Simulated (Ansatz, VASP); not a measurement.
## One calculation of ReBPt, two programs

```
Re B Pt
1.0
     3.75255    0.00000    0.00000
    -1.87628    3.24981    0.00000
     0.00000    0.00000    3.23505
Re B Pt
1 1 1
Direct
  0.00000 0.00000 0.50000
  0.33333 0.66667 0.50000
  0.66667 0.33333 0.00000
```

Change from the starting cell: species swapped into the DyCuGe type (P-6m2, No. 187).

Alike in both runs: functional PBE; k mesh 12 × 12 × 14; occupations gaussian, width 0.1 eV; no spin polarisation.

Ansatz relaxed the structure, and its values are those at the end. VASP's run is a single point on that final structure, the one shown.

|  | VASP | Ansatz |
| --- | --- | --- |
| version | VASP 6.6.1 | Ansatz 0.2.0 |
| potentials or method | VASP PAW PBE potentials, release 64 (Re_sv_GW, B, Pt_sv_GW), cutoff 570 eV | scalar-relativistic, plane waves, PAW |
| valence electrons in the cell | 36 | 36 |

Ansatz gave:

* gap on the k mesh at the Fermi level (eV): none
* pressure (GPa): 0.0

Q: What did VASP give for the same quantities?

A: gap on the k mesh at the Fermi level (eV): none; pressure (GPa): -1.1.

A gap of «none» marks a metal or a gap that the smearing closes. The functional is the same, so the differences come from potentials, cutoffs and numerics.

Spin-orbit coupling is off throughout.
